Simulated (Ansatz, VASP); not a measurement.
# GaAs in VASP and in Ansatz

The input INCAR:

```
SYSTEM = GaAs
  ALGO = Normal
  EDIFF = 1E-7
  ENCUT = 520
  GGA = PS
  ISIF = 2
  ISMEAR = -1
  LASPH = .True.
  LCHARG = .True.
  LELF = .True.
  LREAL = .False.
  LVHAR = .True.
  LWAVE = .False.
  NBANDS = 16
  NELM = 80
  PREC = Accurate
  SIGMA = 0.08
```

Contents of KPOINTS:

```
k-points
0
Gamma
  13 13 13
  0 0 0
```

POSCAR

```
GaAs
1.0
    0.0000000000      2.1729255388      2.1729255388
    2.1729255388      0.0000000000      2.1729255388
    2.1729255388      2.1729255388      0.0000000000
Ga As
1 1
Direct
    0.0000000000      0.0000000000      0.0000000000
    0.5000000000      0.5000000000      0.5000000000
```

Input for Ansatz:

```yaml
crystal:
  lattice:
    - [0.0, 2.1729255388, 2.1729255388]
    - [2.1729255388, 0.0, 2.1729255388]
    - [2.1729255388, 2.1729255388, 0.0]
  atoms:
    - { symbol: Ga, position: [0.0, 0.0, 0.0] }
    - { symbol: As, position: [0.5, 0.5, 0.5] }
kpoints:
  mp_grid: { grid: [13, 13, 13] }
  band_path:
    path:
      - [0.0, 0.0, 0.0]
      - [0.5, 0.0, 0.5]
      - [0.625, 0.25, 0.625]
      - [0.375, 0.375, 0.75]
      - [0.0, 0.0, 0.0]
      - [0.5, 0.5, 0.5]
      - [0.5, 0.25, 0.75]
      - [0.5, 0.0, 0.5]
    npoints: 8
scf:
  occupations: { method: fermi_dirac, width: 0.08 }
hamiltonian:
  xc: pbesol
  pseudopotentials: { kind: paw }
output:
  forces: true
  stress: true
  eigenvalues: true
  populations: true
  dos: { projected: true, de: 0.2, e_range: [-14, 8] }
```

Change from the starting cell: volume scaled by 0.55, PAW files.

Alike in both runs: task single point; functional PBEsol; k mesh 13 × 13 × 13; occupations fermi-dirac, width 0.08 eV; no spin polarisation.

|  | VASP | Ansatz |
| --- | --- | --- |
| version | VASP 6.6.1 | Ansatz 0.2.0 |
| potentials or method | VASP PAW PBE potentials, release 64 (Ga_d, As) | PAW with Ansatz's default frozen-core files, scalar-relativistic |
| plane-wave cutoff (eV) | 520 | 420 |
| valence electrons in the cell | 18 | 28 |

```tsv
	VASP	Ansatz	Ansatz less VASP
pressure (GPa)	194.9	191.4	-3.52
```

VASP's potentials were made for PBE, not for PBEsol. Both programs put the cell under a high pressure, so it lies far from rest at this level. VASP's potentials hold 18 valence electrons a cell and Ansatz's 28, so a difference there can come from the potentials and not from the codes.

Noted on VASP's run: the cell as given lies far from equilibrium.
